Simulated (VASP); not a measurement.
# Si4B (P-62m) in VASP: single point with PBE

Aim: the single point of Si4B with PBE.

All numbers are computed with VASP 6.6.1; they aren't measurements. Logs are shortened: lines on timing, memory, paths and dates and some standing lists are left out, and cuts for length are marked.

### Step 1. The cell of the first run

The structure is hexagonal, space group P-62m (No. 189). The conventional cell has a = 5.100 Å, b = 5.100 Å, c = 3.869 Å, α = 90.00°, β = 90.00°, γ = 120.00°. Si (site symmetry m2m) has 1 B at 2.06 Å and 4 Si at 2.69 Å within 2.7 Å. Si (site symmetry -62m) has 2 B at 1.93 Å within 2.6 Å. Within 2.6 Å of B (site symmetry -62m) lie 5 Si at 1.93 to 2.06 Å.

### Step 2. Single point, PBE

File INCAR:

```
SYSTEM = Si4B
PREC = Accurate ; ENCUT = 500
EDIFF = 1E-6 ; ISMEAR = 0
SIGMA = 0.2 ; LREAL = .FALSE.
LASPH = .TRUE. ; NELM = 120
ALGO = Normal ; ISIF = 2
LWAVE = .FALSE. ; LCHARG = .TRUE.
GGA = PE ; LELF = .TRUE.
LVHAR = .TRUE. ; NBANDS = 18
GGA_COMPAT = .FALSE.
```

File KPOINTS:

```
Automatic mesh
0
G
  4 4 3
  0 0 0
```

File POSCAR:

```
Si4B
1.0
    5.0996832360      0.0000000000      0.0000000000
   -2.5498416180      4.4164552337      0.0000000000
    0.0000000000      0.0000000000      3.8690263973
Si B
4 1
Direct
    0.4030694545      0.0000000000      0.0000000000
    0.0000000000      0.4030694545      0.0000000000
    0.5969305455      0.5969305455      0.0000000000
    0.0000000000      0.0000000000      0.5000000000
    0.0000000000      0.0000000000      0.0000000000
```

Potentials or basis: VASP PAW PBE potentials, release 64 (Si, B).

Run with:

```
> cat potpaw_PBE.64/Si/POTCAR potpaw_PBE.64/B/POTCAR > POTCAR
> mpirun -np 1 vasp_std > vasp.out
```

OUTCAR:

```text
SYSTEM = Si4B
   PREC = Accurate
   ENCUT = 500
   EDIFF = 1E-6
   ISMEAR = 0
   LREAL = .FALSE.
   LASPH = .TRUE.
   NELM = 120
   ISIF = 2
   GGA = PE

 ion  position               nearest neighbor table
   1  0.403  0.000  0.000-   5 2.06   3 2.69   2 2.69   3 2.69   2 2.69   4 2.82   4 2.82
   2  0.000  0.403  0.000-   5 2.06   3 2.69   3 2.69   1 2.69   1 2.69   4 2.82   4 2.82
   3  0.597  0.597  0.000-   5 2.06   2 2.69   2 2.69   1 2.69   1 2.69   4 2.82   4 2.82
   4  0.000  0.000  0.500-   5 1.93   5 1.93   1 2.82   1 2.82   3 2.82   2 2.82   3 2.82   2 2.82

   5  0.000  0.000  0.000-   4 1.93   4 1.93   1 2.06   2 2.06   3 2.06

  LATTYP: Found a hexagonal cell.
 ALAT       =     5.0996832360
 C/A-ratio  =     0.7586797490

  Lattice vectors:

 A1 = (   5.0996832360,   0.0000000000,   0.0000000000)
 A2 = (  -2.5498416180,   4.4164552337,   0.0000000000)
 A3 = (   0.0000000000,   0.0000000000,   3.8690263973)

Analysis of symmetry for initial positions (statically):
=====================================================================
 Subroutine PRICEL returns:
 Original cell was already a primitive cell.

 Routine SETGRP: Setting up the symmetry group for a
 hexagonal supercell.

 Subroutine GETGRP returns: Found 12 space group operations
 (whereof 12 operations were pure point group operations)
 out of a pool of 24 trial point group operations.

The static configuration has the point symmetry D_3h.

Analysis of symmetry for dynamics (positions and initial velocities):
=====================================================================
 Subroutine PRICEL returns:
 Original cell was already a primitive cell.

 Routine SETGRP: Setting up the symmetry group for a
 hexagonal supercell.

 Subroutine GETGRP returns: Found 12 space group operations
 (whereof 12 operations were pure point group operations)
 out of a pool of 24 trial point group operations.

The dynamic configuration has the point symmetry D_3h.

 Subroutine INISYM returns: Found 12 space group operations
 (whereof 12 operations are pure point group operations),
 and found     1 'primitive' translations

----------------------------------------------------------------------------------------

                                     Primitive cell
[... 79 lines left out ...]
   NELM   =    120;   NELMIN=  2; NELMDL= -5     # of ELM steps
   EDIFF  = 0.1E-05   stopping-criterion for ELM
   LREAL  =      F    real-space projection
   EDIFFG = 0.1E-04   stopping-criterion for IOM
   NSW    =      0    number of steps for IOM
   IBRION =     -1    ionic relax: 0-MD 1-quasi-New 2-CG
   NFREE  =      0    steps in history (QN), initial steepest desc. (CG)
   ISIF   =      2    stress and relaxation
   ISYM   =      2    0-nonsym 1-usesym 2-fastsym
   POTIM  = 0.5000    time-step for ionic-motion
   TEBEG  =    0.0;   TEEND  =   0.0 temperature during run
   PSTRESS=    0.0 pullay stress
   NELECT =      19.0000    total number of electrons
   NUPDOWN=      -1.0000    fix difference up-down
   EMIN   =  10.00;   EMAX   =-10.00  energy-range for DOS
   EFERMI =   0.00;   METHOD = LEGACY
   ISMEAR =     0;   SIGMA  =   0.20  broadening in eV -4-tet -1-fermi 0-gaus
   EFERMI_NEDOS =   21; number of points for ismear=-14 and -15
   IALGO  =     38    algorithm
   IMIX   =      4    mixing-type and parameters
     AMIX     =   0.40;   BMIX     =  1.00
     AMIX_MAG =   1.60;   BMIX_MAG =  1.00
  volume/ion in A,a.u.               =      17.43       117.61
  Fermi-wavevector in a.u.,A,eV,Ry     =   0.985341  1.862024 13.209848  0.970896
  Thomas-Fermi vector in A             =   2.116641
   LORBIT       =      0    0 simple, 1 ext, 2 COOP (PROOUT), +10 PAW based schemes
   GGA     = PE    functional components
   LHFCALC =     F    Hartree Fock is set to
   AEXX    =    0.0000 exact exchange contribution
   IVDW    =     0    specifies the selected vdW correction
   LEPSILON=     F    determine dielectric tensor
   LRPA    =     F    only Hartree local field effects (RPA)
 non-spin polarized calculation
 Gauss-broadening in eV      SIGMA  =   0.20
  energy-cutoff  :      500.00
  volume of cell :       87.14
 maximum number of plane-waves:      2223
 NGX is ok and might be reduce to    40
   NGX = 19   NGY = 19   NGZ = 15

 number of electron      18.9999999 magnetization

 Free energy of the ion-electron system (eV)
  ---------------------------------------------------
  ext. energy  EPLUGINS =         0.00000000
  ---------------------------------------------------
  free energy    TOTEN  =       -24.23902137 eV

  energy without entropy =      -24.17586408  energy(sigma->0) =      -24.20744272

 E-fermi :   6.2373     XC(G=0):  -9.7964

 val. band max:        6.0647975838   @ k =   0.5000   0.0000   0.3333
 cond. band min:       6.2581196446   @ k =   0.2500   0.0000   0.3333
 fundamental gap:      0.1933220608
 Fermi energy:         6.2373358729

 k-point     1 :       0.0000    0.0000    0.0000
  band No.  band energies     occupation
      1      -7.1053      2.00000
      2      -1.0906      2.00000
      3      -0.6771      2.00000
      4      -0.6771      2.00000
      5       0.7242      2.00000
      6       2.0864      2.00000
[... 145 lines left out ...]
      5       2.1775      2.00000
      6       2.3629      2.00000
[... 10 lines left out ...]
     17      11.7887      0.00000
     18      12.8027      0.00000

------------------------ aborting loop because EDIFF is reached ----------------------------------------

  FORCE on cell =-STRESS in cart. coord.  units (eV):
  Direction    XX          YY          ZZ          XY          YZ          ZX
  --------------------------------------------------------------------------------------
  -------------------------------------------------------------------------------------
  Total        0.2127998      0.2127998     -0.0382205      0.0000000      0.0000000      0.0000000
  in kB        3.9125789      3.9125789     -0.7027301      0.0000000      0.0000000      0.0000000
  external PRESSURE =       2.3741426 kB  Pullay stress =       0.0000000 kB

 VOLUME and BASIS-vectors are now :
 -----------------------------------------------------------------------------
  energy-cutoff  :      500.00
  volume of cell :       87.14
      direct lattice vectors                 reciprocal lattice vectors
     5.099683236  0.000000000  0.000000000     0.196090611  0.113212967  0.000000000
    -2.549841618  4.416455234  0.000000000     0.000000000  0.226425934  0.000000000
     0.000000000  0.000000000  3.869026397     0.000000000  0.000000000  0.258462956

 POSITION                                       TOTAL-FORCE (eV/Angst)
 -----------------------------------------------------------------------------------
      2.05553      0.00000      0.00000        -0.004819      0.000000     -0.000000
     -1.02776      1.78014      0.00000         0.002409     -0.004173      0.000000
      1.52208      2.63632      0.00000         0.002409      0.004173     -0.000000
      0.00000      0.00000      1.93451        -0.000000     -0.000000      0.000000
      0.00000      0.00000      0.00000        -0.000000      0.000000      0.000000
 -----------------------------------------------------------------------------------
    total drift:                               -0.000000     -0.000000      0.000000

  FREE ENERGIE OF THE ION-ELECTRON SYSTEM (eV)
  ---------------------------------------------------
  free  energy   TOTEN  =       -24.2390213686 eV

  energy  without entropy=      -24.1758640763  energy(sigma->0) =      -24.20744272
```

Wall time 22 s (1 thread of Intel Xeon 8259CL, shared host); peak memory 0.19 GiB.

Results:

| Quantity | Value |
| --- | --- |
| Free energy | -24.2390 eV |
| Pressure | 0.2 GPa |
| Largest force | 0.005 eV/Å |

Forces in eV/Å, atoms in the order of the input:
```
Si  -0.005  0.000  0.000
Si   0.002 -0.004  0.000
Si   0.002  0.004  0.000
Si   0.000  0.000  0.000
B    0.000  0.000  0.000
```

Caveat: the k points lie up to 0.54 Å⁻¹ apart.
